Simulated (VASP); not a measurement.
Na2Hg:

```
CELL_PARAMETERS angstrom
4.72427 0.00000 0.00000
-2.36214 4.09134 0.00000
0.00000 0.00000 5.75674
ATOMIC_POSITIONS crystal
Na 0.33333 0.66667 0.25000
Na 0.66667 0.33333 0.75000
Na 0.00000 0.00000 0.00000
Na 0.00000 0.00000 0.50000
Hg 0.33333 0.66667 0.75000
Hg 0.66667 0.33333 0.25000
```

| Property | Result |
| --- | --- |
| Program | VASP 6.6.1 |
| Task | relaxation of cell and atoms |
| Functional | PBE |
| Potentials or basis | VASP PAW PBE potentials, release 64 (Na_pv, Hg) |
| Cutoff | 600 eV |
| k mesh | 6 × 6 × 4 |
| Occupations | gaussian, width 0.1 eV |
| Spin | no spin polarisation |

At the start: pressure 17.0 GPa; volume 18.54 Å³/atom.

Question: How do energy, volume and symmetry change on relaxing?

Answer: Over 9 steps the energy falls by 349.1 meV/atom and the volume is 28.18 Å³/atom (+51.9 %); space group P6_3/mmc (No. 194, to 0.05 Å).

Step by step:
```tsv
step	energy change (eV)	largest force (eV/Å)	pressure (GPa)	volume (Å³)
1	0.0000	0.0000	16.98	111.27
2	-1.8765	0.0000	3.27	146.01
3	-2.0470	0.0000	1.14	159.08
4	-2.0065	0.0000	-1.20	187.50
5	-2.0809	0.0000	-0.12	171.10
6	-2.0816	0.0000	0.01	169.64
7	-2.0811	0.0000	0.14	168.31
8	-2.0876	0.0000	0.12	168.52
9	-2.0948	0.0000	0.12	169.07
```

Final structure:
```
Na Hg
1.0
     5.38084    0.00000    0.00000
    -2.69042    4.65994    0.00000
     0.00000    0.00000    6.74285
Na Hg
4 2
Direct
  0.33333 0.66667 0.25000
  0.66667 0.33333 0.75000
  0.00000 0.00000 0.00000
  0.00000 0.00000 0.50000
  0.33333 0.66667 0.75000
  0.66667 0.33333 0.25000
```

Caveat: the volume moved by over 15 % at a fixed basis, so the end points are rough.
